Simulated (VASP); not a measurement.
# IrO2 (P4_2/mnm) in VASP: single point with PBE+D3(BJ)

Aim: the single point of IrO2 with PBE+D3(BJ).

Everything below comes from runs of VASP 6.6.1. Logs are shortened: lines on timing, memory, paths and dates and some standing lists are left out, and cuts for length are marked.

### Step 1. The cell of the first run

Symmetry: P4_2/mnm, No. 136, tetragonal system. Conventional cell: a = 4.505 Å, b = 4.505 Å, c = 3.159 Å, α = 90.00°, β = 90.00°, γ = 90.00°. Within 2.6 Å of Ir (site symmetry mmm) lie 6 O at 1.96 to 2.00 Å. Within 2.6 Å of O (site symmetry m2m) lie 3 Ir at 1.96 to 2.00 Å and 1 O at 2.45 Å.

### Step 2. Single point, PBE+D3(BJ)

Input file INCAR:

```
  ALGO = Normal
  EDIFF = 1E-6
  ENCUT = 700
  GGA = PE
  GGA_COMPAT = F
  ISIF = 2
  ISMEAR = 0
  IVDW = 12
  LASPH = T
  LCHARG = F
  LREAL = F
  LWAVE = F
  NBANDS = 38
  NELM = 120
  PREC = Accurate
  SIGMA = 0.1
```

Input file KPOINTS:

```
k-points
0
Gamma
  4 4 6
```

Input file POSCAR:

```
IrO2
1.0
    4.5051000000      0.0000000000      0.0000000000
    0.0000000000      4.5051000000      0.0000000000
    0.0000000000      0.0000000000      3.1586000000
Ir O
2 4
Direct
    0.0000000000      0.0000000000      0.0000000000
    0.5000000000      0.5000000000      0.5000000000
    0.3077000000      0.3077000000      0.0000000000
    0.1923000000      0.8077000000      0.5000000000
    0.6923000000      0.6923000000      0.0000000000
    0.8077000000      0.1923000000      0.5000000000
```

Potentials or basis: VASP PAW PBE potentials, release 64 (Ir_sv_GW, O).

Command:

```bash
cat potpaw_PBE.64/Ir_sv_GW/POTCAR potpaw_PBE.64/O/POTCAR > POTCAR
mpirun -np 1 vasp_std > vasp.out
```

OUTCAR:

```text
EDIFF = 1E-6
   ENCUT = 700
   GGA = PE
   ISIF = 2
   ISMEAR = 0
   IVDW = 12
   LASPH = T
   LREAL = F
   NELM = 120
   PREC = Accurate
 IVDW          = 12

 ion  position               nearest neighbor table
   1  0.000  0.000  0.000-   3 1.96   5 1.96   4 2.00   6 2.00   4 2.00   6 2.00
   2  0.500  0.500  0.500-   4 1.96   6 1.96   5 2.00   3 2.00   3 2.00   5 2.00
   3  0.308  0.308  0.000-   1 1.96   2 2.00   2 2.00
   4  0.192  0.808  0.500-   2 1.96   1 2.00   1 2.00
   5  0.692  0.692  0.000-   1 1.96   2 2.00   2 2.00
   6  0.808  0.192  0.500-   2 1.96   1 2.00   1 2.00

  LATTYP: Found a simple tetragonal cell.
 ALAT       =     4.5051000000
 C/A-ratio  =     0.7011165124

  Lattice vectors:

 A1 = (   4.5051000000,   0.0000000000,   0.0000000000)
 A2 = (   0.0000000000,   4.5051000000,   0.0000000000)
 A3 = (   0.0000000000,   0.0000000000,   3.1586000000)

Analysis of symmetry for initial positions (statically):
=====================================================================
 Subroutine PRICEL returns:
 Original cell was already a primitive cell.

 Routine SETGRP: Setting up the symmetry group for a
 simple tetragonal supercell.

 Subroutine GETGRP returns: Found 16 space group operations
 (whereof  8 operations were pure point group operations)
 out of a pool of 16 trial point group operations.

The static configuration has the point symmetry D_2h.
 The point group associated with its full space group is D_4h.

Analysis of symmetry for dynamics (positions and initial velocities):
=====================================================================
 Subroutine PRICEL returns:
 Original cell was already a primitive cell.

 Routine SETGRP: Setting up the symmetry group for a
 simple tetragonal supercell.

 Subroutine GETGRP returns: Found 16 space group operations
 (whereof  8 operations were pure point group operations)
 out of a pool of 16 trial point group operations.

The dynamic configuration has the point symmetry D_2h.
 The point group associated with its full space group is D_4h.

 Subroutine INISYM returns: Found 16 space group operations
 (whereof  8 operations are pure point group operations),
 and found     1 'primitive' translations

----------------------------------------------------------------------------------------

                                     Primitive cell

  volume of cell :      64.1067

  direct lattice vectors                    reciprocal lattice vectors
     4.505100000  0.000000000  0.000000000     0.221970655  0.000000000  0.000000000
     0.000000000  4.505100000  0.000000000     0.000000000  0.221970655  0.000000000
     0.000000000  0.000000000  3.158600000     0.000000000  0.000000000  0.316595960

  length of vectors
     4.505100000  4.505100000  3.158600000     0.221970655  0.221970655  0.316595960

  position of ions in fractional coordinates (direct lattice)
     0.000000000  0.000000000  0.000000000
     0.500000000  0.500000000  0.500000000
     0.307700000  0.307700000  0.000000000
     0.192300000  0.807700000  0.500000000
     0.692300000  0.692300000  0.000000000
     0.807700000  0.192300000  0.500000000

  ion indices of the primitive-cell ions
   primitive index   ion index
                 1           1
                 2           2
                 3           3
                 4           4
                 5           5
                 6           6

----------------------------------------------------------------------------------------

 KPOINTS: k-points

Automatic generation of k-mesh.
 Grid dimensions read from file:
 generate k-points for:    4    4    6

 Generating k-lattice:

  Cartesian coordinates                     Fractional coordinates (reciprocal lattice)
     0.055492664  0.000000000  0.000000000     0.250000000  0.000000000  0.000000000
     0.000000000  0.055492664  0.000000000     0.000000000  0.250000000  0.000000000
     0.000000000  0.000000000  0.052765993     0.000000000  0.000000000  0.166666667

  Length of vectors
     0.055492664  0.055492664  0.052765993

  Shift w.r.t. Gamma in fractional coordinates (k-lattice)
     0.000000000  0.000000000  0.000000000

 Subroutine IBZKPT returns following result:
 ===========================================

 Found     24 irreducible k-points:

 Following reciprocal coordinates:
            Coordinates               Weight
  0.000000  0.000000  0.000000      1.000000
  0.250000  0.000000  0.000000      4.000000
  0.500000  0.000000  0.000000      2.000000
  0.250000  0.250000  0.000000      4.000000
  0.500000  0.250000  0.000000      4.000000
  0.500000  0.500000  0.000000      1.000000
[... 16 lines left out ...]
  0.500000  0.250000  0.500000      4.000000
  0.500000  0.500000  0.500000      1.000000
   k-points           NKPTS =     24   k-points in BZ     NKDIM =     24   number of bands    NBANDS=     38
   number of dos      NEDOS =    301   number of ions     NIONS =      6
   total plane-waves  NPLWV =  44800
   dimension x,y,z NGX =    40 NGY =   40 NGZ =   28
   dimension x,y,z NGXF=    80 NGYF=   80 NGZF=   56
   ions per type =               2   4
   NGX,Y,Z   is equivalent  to a cutoff of  14.76, 14.76, 14.74 a.u.
   NGXF,Y,Z  is equivalent  to a cutoff of  29.52, 29.52, 29.47 a.u.
 SYSTEM =  unknown system
   PREC   = accura    normal or accurate (medium, high low for compatibility)
   ISTART =      0    job   : 0-new  1-cont  2-samecut
   ICHARG =      2    charge: 1-file 2-atom 10-const
   ISPIN  =      1    spin polarized calculation?
   LNONCOLLINEAR =      F non collinear calculations
   LSORBIT =      F    spin-orbit coupling
   LASPH  =      T    aspherical Exc in radial PAW
   ENCUT  =  700.0 eV  51.45 Ry    7.17 a.u.   9.72  9.72  6.81*2*pi/ulx,y,z
   NELM   =    120;   NELMIN=  2; NELMDL= -5     # of ELM steps
   EDIFF  = 0.1E-05   stopping-criterion for ELM
   LREAL  =      F    real-space projection
   EDIFFG = 0.1E-04   stopping-criterion for IOM
   NSW    =      0    number of steps for IOM
   IBRION =     -1    ionic relax: 0-MD 1-quasi-New 2-CG
   NFREE  =      0    steps in history (QN), initial steepest desc. (CG)
   ISIF   =      2    stress and relaxation
   ISYM   =      2    0-nonsym 1-usesym 2-fastsym
   POTIM  = 0.5000    time-step for ionic-motion
   TEBEG  =    0.0;   TEEND  =   0.0 temperature during run
   PSTRESS=    0.0 pullay stress
   NELECT =      58.0000    total number of electrons
   NUPDOWN=      -1.0000    fix difference up-down
   EMIN   =  10.00;   EMAX   =-10.00  energy-range for DOS
   EFERMI =   0.00;   METHOD = LEGACY
   ISMEAR =     0;   SIGMA  =   0.10  broadening in eV -4-tet -1-fermi 0-gaus
   EFERMI_NEDOS =   21; number of points for ismear=-14 and -15
   IALGO  =     38    algorithm
   IMIX   =      4    mixing-type and parameters
     AMIX     =   0.40;   BMIX     =  1.00
     AMIX_MAG =   1.60;   BMIX_MAG =  1.00
  volume/ion in A,a.u.               =      10.68        72.10
  Fermi-wavevector in a.u.,A,eV,Ry     =   1.583372  2.992139 34.110721  2.507067
  Thomas-Fermi vector in A             =   2.683153
   LORBIT       =      0    0 simple, 1 ext, 2 COOP (PROOUT), +10 PAW based schemes
   GGA     = PE    functional components
   LHFCALC =     F    Hartree Fock is set to
   AEXX    =    0.0000 exact exchange contribution
   IVDW    =    12    specifies the selected vdW correction
   LEPSILON=     F    determine dielectric tensor
   LRPA    =     F    only Hartree local field effects (RPA)
 non-spin polarized calculation
 Gauss-broadening in eV      SIGMA  =   0.10
  energy-cutoff  :      700.00
  volume of cell :       64.11
 maximum number of plane-waves:      2713
 NGX is ok and might be reduce to    40
   NGX = 19   NGY = 19   NGZ = 13

 number of electron      58.0000003 magnetization

 Free energy of the ion-electron system (eV)
  ---------------------------------------------------
  ext. energy  EPLUGINS =         0.00000000
  ---------------------------------------------------
  free energy    TOTEN  =       -43.63850454 eV

  energy without entropy =      -43.61976994  energy(sigma->0) =      -43.62913724

 E-fermi :   7.2645     XC(G=0): -12.2445

 val. band max:        7.2175180249   @ k =   0.5000   0.2500   0.3333
 cond. band min:       7.2855322545   @ k =   0.5000   0.2500   0.0000
 fundamental gap:      0.0680142296
 Fermi energy:         7.2644579397

 k-point     1 :       0.0000    0.0000    0.0000
  band No.  band energies     occupation
      1     -86.2368      2.00000
      2     -86.2352      2.00000
      3     -43.1474      2.00000
      4     -43.1474      2.00000
      5     -43.0390      2.00000
      6     -43.0238      2.00000
[... 30 lines left out ...]
     37      15.7643      0.00000
     38      19.1832      0.00000

 k-point     2 :       0.2500    0.0000    0.0000
  band No.  band energies     occupation
      1     -86.2366      2.00000
      2     -86.2354      2.00000
      3     -43.1467      2.00000
      4     -43.1466      2.00000
      5     -43.0367      2.00000
      6     -43.0260      2.00000
[... 30 lines left out ...]
     37      16.0951      0.00000
     38      18.6693      0.00000

 k-point     3 :       0.5000    0.0000    0.0000
  band No.  band energies     occupation
      1     -86.2359      2.00000
      2     -86.2359      2.00000
      3     -43.1459      2.00000
      4     -43.1459      2.00000
      5     -43.0313      2.00000
      6     -43.0313      2.00000
[... 30 lines left out ...]
     37      17.2729      0.00000
[... 781 lines left out ...]
 k-point    23 :       0.5000    0.2500    0.5000
  band No.  band energies     occupation
      1     -86.2332      2.00000
      2     -86.2332      2.00000
      3     -43.1516      2.00000
      4     -43.1516      2.00000
      5     -43.1279      2.00000
      6     -43.1279      2.00000
[... 30 lines left out ...]
     37      17.3433      0.00000
     38      17.3433      0.00000

 k-point    24 :       0.5000    0.5000    0.5000
  band No.  band energies     occupation
      1     -86.2333      2.00000
      2     -86.2333      2.00000
      3     -43.1402      2.00000
      4     -43.1402      2.00000
      5     -43.1392      2.00000
      6     -43.1392      2.00000
[... 30 lines left out ...]
     37      17.0925      0.00000
     38      17.0925      0.00000

------------------------ aborting loop because EDIFF is reached ----------------------------------------

 Edisp (eV)   -1.48528

 E8    (eV) :    -0.5797

  FORCE on cell =-STRESS in cart. coord.  units (eV):
  Direction    XX          YY          ZZ          XY          YZ          ZX
  --------------------------------------------------------------------------------------
  -------------------------------------------------------------------------------------
  Total       0.12844     0.12844     0.76137    -0.00000     0.00000     0.00000
  in kB       3.21006     3.21006    19.02848    -0.00000     0.00000     0.00000
  external pressure =        8.48 kB  Pullay stress =        0.00 kB

 VOLUME and BASIS-vectors are now :
 -----------------------------------------------------------------------------
  energy-cutoff  :      700.00
  volume of cell :       64.11
      direct lattice vectors                 reciprocal lattice vectors
     4.505100000  0.000000000  0.000000000     0.221970655  0.000000000  0.000000000
     0.000000000  4.505100000  0.000000000     0.000000000  0.221970655  0.000000000
     0.000000000  0.000000000  3.158600000     0.000000000  0.000000000  0.316595960

 POSITION                                       TOTAL-FORCE (eV/Angst)
 -----------------------------------------------------------------------------------
      0.00000      0.00000      0.00000        -0.000000     -0.000000      0.000000
      2.25255      2.25255      1.57930        -0.000000     -0.000000      0.000000
      1.38622      1.38622      0.00000         0.071712      0.071712     -0.000000
      0.86633      3.63877      1.57930        -0.071712      0.071712     -0.000000
      3.11888      3.11888      0.00000        -0.071712     -0.071712      0.000000
      3.63877      0.86633      1.57930         0.071712     -0.071712      0.000000
 -----------------------------------------------------------------------------------
    total drift:                                0.000000     -0.000000     -0.000000

  FREE ENERGIE OF THE ION-ELECTRON SYSTEM (eV)
  ---------------------------------------------------
  free  energy   TOTEN  =       -45.1237855346 eV

  energy  without entropy=      -45.1050509297  energy(sigma->0) =      -45.11441823
```

It took 61 s on 1 thread of AMD EPYC 7R13 (Zen 3), shared host; peak memory 0.22 GiB.

What came out:

```yaml
Free_energy: -45.1238 eV
Pressure: 0.8 GPa
Largest_force: 0.101 eV/Å
Band_gap_on_the_k_mesh: zero (bands 29 and 30 overlap by 1.33 eV)
Dispersion_energy_per_atom: -0.248 eV
```

Forces on the atoms (eV/Å):
```
Ir   0.000  0.000  0.000
Ir   0.000  0.000  0.000
O    0.072  0.072  0.000
O   -0.072  0.072  0.000
O   -0.072 -0.072  0.000
O    0.072 -0.072  0.000
```

Stress tensor (GPa, compression positive):
```
0.32 0.00 0.00
0.00 0.32 0.00
0.00 0.00 1.90
```

Caveat: spin-orbit coupling is left out, which moves the levels of the heavy elements.

The gap in the log of VASP goes by the Fermi energy; the results here count the filled bands.